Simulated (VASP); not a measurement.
A run of VASP 6.6.1 is set up as follows.

INCAR

```
ALGO = Normal
EDIFF = 1E-6
ENCUT = 520
GGA = PS
ISIF = 2
ISMEAR = 0
LASPH = True
LCHARG = False
LREAL = False
LWAVE = False
NBANDS = 29
NELM = 80
PREC = Accurate
SIGMA = 0.1
```

Contents of KPOINTS:

```
k-points
0
Gamma
  6 6 6
```

POSCAR

```
TiSi2
1.0
    1.7651050250     -6.7592815350      0.0000000000
    1.7651050250      6.7592815350      0.0000000000
    0.0000000000      0.0000000000      3.5651739700
Ti Si
2 4
Direct
    0.8968819200      0.1031180800      0.7500000000
    0.1031180800      0.8968819200      0.2500000000
    0.5582514500      0.4417485500      0.7500000000
    0.4417485500      0.5582514500      0.2500000000
    0.2496851800      0.7503148200      0.7500000000
    0.7503148200      0.2496851800      0.2500000000
```

Potentials or basis: VASP PAW PBE potentials, release 64 (Ti_sv, Si).

Run with:

```console
$ cat potpaw_PBE.64/Ti_sv/POTCAR potpaw_PBE.64/Si/POTCAR > POTCAR
$ mpirun -np 1 vasp_std > vasp.out
```

Q: Predict the band gap on the k mesh.

A: Zero (bands 20 and 21 overlap by 1.02 eV).

Q: Estimate the largest force.

A: 0.228 eV/Å.

Q: What does it give for the pressure?

A: -2.1 GPa.

Forces in eV/Å, atoms in the order of the input:
```
Ti   0.000 -0.039  0.000
Ti   0.000  0.039  0.000
Si   0.000 -0.228  0.000
Si   0.000  0.228  0.000
Si   0.000  0.040  0.000
Si   0.000 -0.040  0.000
```

Caveat: the PAW data sets were made with another functional, which shifts forces and pressure a little.
